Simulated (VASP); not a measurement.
A run of VASP 6.6.1 is set up as follows.

Contents of POSCAR:

```
KCl
1.0
    0.0000000000      3.1289580131      3.1289580131
    3.1289580131      0.0000000000      3.1289580131
    3.1289580131      3.1289580131      0.0000000000
K Cl
1 1
Direct
    0.0000000000      0.0000000000      0.0000000000
    0.5000000000      0.5000000000      0.5000000000
```

Contents of INCAR.step1:

```
SYSTEM = KCl
PREC     = Accurate       ! precision mode
ENCUT    = 520            ! plane-wave cutoff, eV
ISMEAR   = -1             ! smearing method
SIGMA    = 0.02           ! smearing width, eV
LREAL    = .False.        ! projectors in reciprocal space
LASPH    = .True.         ! aspherical terms in the spheres
NELM     = 60             ! most SCF steps
NBANDS   = 15             ! bands
GGA      = PE             ! functional
ALGO     = Normal         ! electronic algorithm
EDIFF    = 1E-4           ! SCF threshold, eV
LWAVE    = .True.         ! write WAVECAR
LCHARG   = .False.        ! write CHGCAR
```

File INCAR.step2:

```
SYSTEM = KCl
PREC     = Accurate       ! precision mode
ENCUT    = 520            ! plane-wave cutoff, eV
EDIFF    = 1E-6           ! SCF threshold, eV
ISMEAR   = -1             ! smearing method
SIGMA    = 0.02           ! smearing width, eV
LREAL    = .False.        ! projectors in reciprocal space
LASPH    = .True.         ! aspherical terms in the spheres
NELM     = 60             ! most SCF steps
ALGO     = Normal         ! electronic algorithm
ISIF     = 2              ! what is computed and relaxed
LWAVE    = .False.        ! write WAVECAR
LCHARG   = .False.        ! write CHGCAR
METAGGA  = R2SCAN         ! meta-GGA
LMIXTAU  = .True.       
NBANDS   = 15             ! bands
ISTART   = 1
```

KPOINTS

```
regular mesh
0
Gamma
  6 6 6
  0 0 0
```

Potentials or basis: VASP PAW PBE potentials, release 64 (K_sv, Cl).

Command:

```bash
$ cat potpaw_PBE.64/K_sv/POTCAR potpaw_PBE.64/Cl/POTCAR > POTCAR
$ cp INCAR.step1 INCAR
$ mpirun -np 1 vasp_std > vasp.out
$ cp INCAR.step2 INCAR
$ mpirun -np 1 vasp_std > vasp.out
```

(1) Predict the band gap on the k mesh.

(2) Predict the pressure.

Answers

(1) 5.89 eV.

(2) 0.3 GPa.

Caveat: the PAW data sets were made with another functional, which shifts forces and pressure a little.
